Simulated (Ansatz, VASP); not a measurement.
**Pt3Pb in VASP and in Ansatz**

```
Pt Pb
1.0
     3.97516    0.00000    0.00000
     0.00000    3.97516    0.00000
     0.00000    0.00000    3.97516
Pt Pb
3 1
Direct
  0.00000 0.50000 0.50000
  0.50000 0.00000 0.50000
  0.50000 0.50000 0.00000
  0.00000 0.00000 0.00000
```

Change from the starting cell: volume scaled by 0.94, PAW files.

Alike in both runs: task electric field gradients; functional LDA; k mesh 9 × 9 × 9; occupations fermi-dirac, width 0.03 eV; no spin polarisation.

|  | VASP | Ansatz |
| --- | --- | --- |
| version | VASP 6.6.1 | Ansatz 0.2.0 |
| potentials or method | VASP PAW LDA potentials, release 64 (Pt, Pb_d) | PAW with Ansatz's default frozen-core files, scalar-relativistic |
| plane-wave cutoff (eV) | 520 | 420 |
| valence electrons in the cell | 44 | 68 |

Ansatz gave:

```
pressure (GPa)                                       : 12.1
size of Vzz on the site where it differs most (V/Å²) : 177.4
```

What did VASP give for the same quantities?

Pressure (GPa): 13.0; size of Vzz on the site where it differs most (V/Å²): 163.1.

LDA's correlation is that of Perdew and Zunger in VASP and of Perdew and Wang (1992) in Ansatz. VASP's potentials hold 44 valence electrons a cell and Ansatz's 68, so a difference there can come from the potentials and not from the codes.

Neither program's run includes spin-orbit coupling.
